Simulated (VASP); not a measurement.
Input of a VASP 6.6.1 run:

The input INCAR:

```
ALGO     = Normal         # electronic algorithm
EDIFF    = 1E-7           # SCF threshold, eV
ENCUT    = 520            # plane-wave cutoff, eV
GGA      = PS             # functional
ISIF     = 2              # what is computed and relaxed
ISMEAR   = -1             # smearing method
LASPH    = T              # aspherical terms in the spheres
LCHARG   = F              # write CHGCAR
LREAL    = F              # projectors in reciprocal space
LWAVE    = F              # write WAVECAR
NBANDS   = 66             # bands
NELM     = 60             # most SCF steps
PREC     = Accurate       # precision mode
SIGMA    = 0.05           # smearing width, eV
```

The input KPOINTS:

```
k-points
0
Gamma
  8 8 2
```

File POSCAR:

```
Ge
1.0
    4.0816282823      0.0000000000      0.0000000000
   -2.0408141412      3.5347937813      0.0000000000
    0.0000000000      0.0000000000     13.4147470153
Ge
8
Direct
    0.3333333333      0.6666666667      0.1559415700
    0.6666666667      0.3333333333      0.8440584300
    0.6666666667      0.3333333333      0.6559415700
    0.3333333333      0.6666666667      0.3440584300
    0.0000000000      0.0000000000      0.0931488400
    0.0000000000      0.0000000000      0.9068511600
    0.0000000000      0.0000000000      0.5931488400
    0.0000000000      0.0000000000      0.4068511600
```

Potentials or basis: VASP PAW PBE potentials, release 64 (Ge_d).

Run with:

```sh
$ cat potpaw_PBE.64/Ge_d/POTCAR > POTCAR
$ mpirun -np 1 vasp_std > vasp.out
```

Problem. Estimate the largest force.

Solution. 0.027 eV/Å.

Problem. Predict the pressure.

Solution. -3.5 GPa.

Stress tensor (GPa, compression positive):
```
-3.37  0.00  0.00
 0.00 -3.37  0.00
 0.00  0.00 -3.70
```

Caveat: the PAW data sets were made with another functional, which shifts forces and pressure a little.
